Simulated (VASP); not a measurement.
Wanted: the native input for a VASP 6.6.1 run.

```yaml
Task: single point
Functional: r2SCAN
Potentials_or_basis: VASP PAW PBE potentials, release 64 (Sr_sv)
Cutoff: 520 eV
k_mesh: 9 × 9 × 9
Occupations: fermi-dirac, width 0.1 eV
Spin: non-collinear spin, zero start, spin-orbit coupling
Starting_moments: "[[0.0, 0.0, 0.0]] μB"
Dipole_correction: no
Further_INCAR_settings: ALGO = Normal; EDIFF = 1e-07; NBANDS = 21
```

Crystal: Sr.

```xyz
1
Lattice="0.0000 3.0521 3.0521 3.0521 0.0000 3.0521 3.0521 3.0521 0.0000" Properties=species:S:1:pos:R:3 pbc="T T T"
Sr    0.0000    0.0000    0.0000
```

One way to write it, as run:

POSCAR

```
Sr
1.0
    0.0000000000      3.0521103947      3.0521103947
    3.0521103947      0.0000000000      3.0521103947
    3.0521103947      3.0521103947      0.0000000000
Sr
1
Direct
    0.0000000000      0.0000000000      0.0000000000
```

INCAR.step1

```
SYSTEM = Sr
ALGO     = Normal         ! electronic algorithm
EDIFF    = 1E-4           ! SCF threshold, eV
ENCUT    = 520            ! plane-wave cutoff, eV
GGA      = PE             ! functional
GGA_COMPAT= .False.      
ISMEAR   = -1             ! smearing method
LASPH    = .True.         ! aspherical terms in the spheres
LCHARG   = .False.        ! write CHGCAR
LNONCOLLINEAR= .True.         ! non-collinear magnetism
LREAL    = .False.        ! projectors in reciprocal space
LSORBIT  = .True.         ! spin-orbit coupling
LWAVE    = .True.         ! write WAVECAR
MAGMOM   = 0 0 0          ! initial moments
NBANDS   = 21             ! bands
NELM     = 150            ! most SCF steps
PREC     = Accurate       ! precision mode
SIGMA    = 0.1            ! smearing width, eV
```

INCAR.step2

```
SYSTEM = Sr
ALGO     = Normal         ! electronic algorithm
EDIFF    = 1E-7           ! SCF threshold, eV
ENCUT    = 520            ! plane-wave cutoff, eV
GGA_COMPAT= .False.      
ISIF     = 2              ! what is computed and relaxed
ISMEAR   = -1             ! smearing method
ISTART   = 1            
LASPH    = .True.         ! aspherical terms in the spheres
LCHARG   = .False.        ! write CHGCAR
LMIXTAU  = .True.       
LNONCOLLINEAR= .True.         ! non-collinear magnetism
LORBIT   = 11             ! projections on sites
LORBMOM  = .True.       
LREAL    = .False.        ! projectors in reciprocal space
LSORBIT  = .True.         ! spin-orbit coupling
LWAVE    = .False.        ! write WAVECAR
MAGMOM   = 0 0 0          ! initial moments
METAGGA  = R2SCAN         ! meta-GGA
NBANDS   = 21             ! bands
NELM     = 150            ! most SCF steps
PREC     = Accurate       ! precision mode
SIGMA    = 0.1            ! smearing width, eV
```

KPOINTS

```
k-points
0
Gamma
  9 9 9
  0 0 0
```

Potentials or basis: VASP PAW PBE potentials, release 64 (Sr_sv).

Run with:

```bash
$ cat potpaw_PBE.64/Sr_sv/POTCAR > POTCAR
$ cp INCAR.step1 INCAR
$ mpirun -np 1 vasp_ncl > vasp.out
$ cp INCAR.step2 INCAR
$ mpirun -np 1 vasp_ncl > vasp.out
```

It gave:

```yaml
Pressure: 0.0 GPa
Net_moment: 0.00 μB per cell
Valence_electrons_inside_the_program's_atomic_spheres: Sr 8.00
```

Caveat: the PAW data sets were made with another functional, which shifts forces and pressure a little.

Wall time 6.3 min on 1 thread of Intel(R) Xeon(R) Platinum 8488C (Sapphire Rapids), with other jobs on the host, peak memory 0.39 GiB.
